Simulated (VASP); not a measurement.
BN: single point with LDA

Crystal: BN.

```
B N
1.0
     2.50651    0.00000    0.00000
    -1.25326    2.17070    0.00000
     0.00000    0.00000    5.94094
B N
2 2
Direct
  0.33333 0.66667 0.25000
  0.66667 0.33333 0.75000
  0.33333 0.66667 0.75000
  0.66667 0.33333 0.25000
```

This cell differs from its parent crystal: volume 8.081 Å^3 an atom, c/a of the conventional cell 2.3702.

```json
{"Program": "VASP 6.6.1", "Task": "single point", "Functional": "LDA", "Potentials or basis": "VASP PAW LDA potentials, release 64 (B, N)", "Cutoff": "520 eV", "k mesh": "12 × 12 × 4", "Occupations": "gaussian, width 0.05 eV", "Spin": "no spin polarisation"}
```

```yaml
Pressure: -3.5 GPa
Band_gap_on_the_k_mesh: 3.89 eV, indirect (least direct gap 4.15 eV)
```

Stress tensor (GPa, compression positive):
```
-7.22  0.00  0.00
 0.00 -7.22  0.00
 0.00  0.00  3.89
```

Levels at points of the mesh, in eV from the valence-band top:
| k point | band 5 | band 6 | band 7 | band 8 | band 9 | band 10 | band 11 | band 12 |
| --- | --- | --- | --- | --- | --- | --- | --- | --- |
| (0.00, 0.00, 0.00) | -1.45 | -1.45 | -1.35 | -1.35 | 5.82 | 11.22 | 11.22 | 11.25 |
| (0.50, 0.00, 0.00) | -4.29 | -4.11 | -2.04 | -0.26 | 3.89 | 6.07 | 9.55 | 9.64 |
| (0.00, 0.00, 0.50) | -1.40 | -1.40 | -1.40 | -1.40 | 8.81 | 8.81 | 11.37 | 11.37 |
| (0.50, 0.00, 0.50) | -4.20 | -4.20 | -1.04 | -1.04 | 4.44 | 4.44 | 9.86 | 9.86 |

It took 15 s on 1 thread of AMD EPYC 9R45 96-Core Processor (Zen 5), on a shared host, peak memory 0.11 GiB.

 A k mesh can miss the band edges.
